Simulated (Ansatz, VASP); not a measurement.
KTaO3 in VASP and in Ansatz

```
CELL_PARAMETERS angstrom
3.78889 0.00000 0.00000
0.00000 3.98830 0.00000
0.00000 0.00000 3.98830
ATOMIC_POSITIONS crystal
K 0.50000 0.50000 0.50000
Ta 0.00000 0.00000 0.00000
O 0.50000 0.00000 0.00000
O 0.00000 0.50000 0.00000
O 0.00000 0.00000 0.50000
```

Change from the starting cell: strain -0.0500 x Voigt [1, 0, 0, 0, 0, 0], atoms carried along.

Alike in both runs: task single point; functional PBEsol; k mesh 8 × 8 × 8; occupations gaussian, width 0.05 eV; no spin polarisation.

|  | VASP | Ansatz |
| --- | --- | --- |
| version | VASP 6.6.1 | Ansatz 0.2.0 |
| potentials or method | VASP PAW PBE potentials, release 64 (K_sv, Ta_pv, O), cutoff 520 eV | scalar-relativistic, plane waves, PAW |
| valence electrons in the cell | 38 | 40 |

```csv
,VASP,Ansatz,Ansatz less VASP
gap on the k mesh at the Fermi level (eV),2.09,2.14,+0.048
least direct gap on the mesh (eV),2.64,2.68,+0.042
pressure (GPa),13.3,12.3,-1.02
"traceless stress, the component that is largest in VASP (GPa)",17.10,16.76,-0.338
```

VASP's potentials were made for PBE, not for PBEsol. VASP's potentials hold 38 valence electrons a cell and Ansatz's 40, so a difference there can come from the potentials and not from the codes.

Neither program's run includes spin-orbit coupling.
